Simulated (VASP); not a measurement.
Runs of VASP 6.6.1 on AlN. The structure is that of space group F-43m (No. 216), or close to it. The cells are those of the table. 

| task | cell | k mesh | smearing | gap on the mesh (eV) | pressure (GPa) |
| --- | --- | --- | --- | --- | --- |
| single point | a = 3.116 Å, angles 60.0°, 2 atoms | 8 × 8 × 8 | gaussian 0.1 eV | 3.30 | -0.8 |
| relaxation of cell and atoms | relaxed from a = 3.340 Å, angles 60.0°, 2 atoms | 8 × 8 × 8 | gaussian 0.1 eV | 3.31 | -0.4 |
| single point | a = 3.114 Å, angles 60.0°, 2 atoms | 10 × 10 × 10 | gaussian 0.02 eV | 3.31 | -0.4 |
| single point | a = 3.114 Å, angles 60.0°, 2 atoms | 10 × 10 × 10 | fermi-dirac 0.02 eV | 3.31 | -0.4 |
| single point | a = 3.340 Å, angles 60.0°, 2 atoms | 6 × 6 × 6 | gaussian 0.1 eV | (a) | -27.0 |

Alike in all rows: level PBE; potentials or basis VASP PAW PBE potentials, release 64 (Al, N); no spin polarisation; cutoff (eV) 600.

Question: Estimate the missing entries.

Answer: (a) 2.27.

A k mesh can miss the band edges.
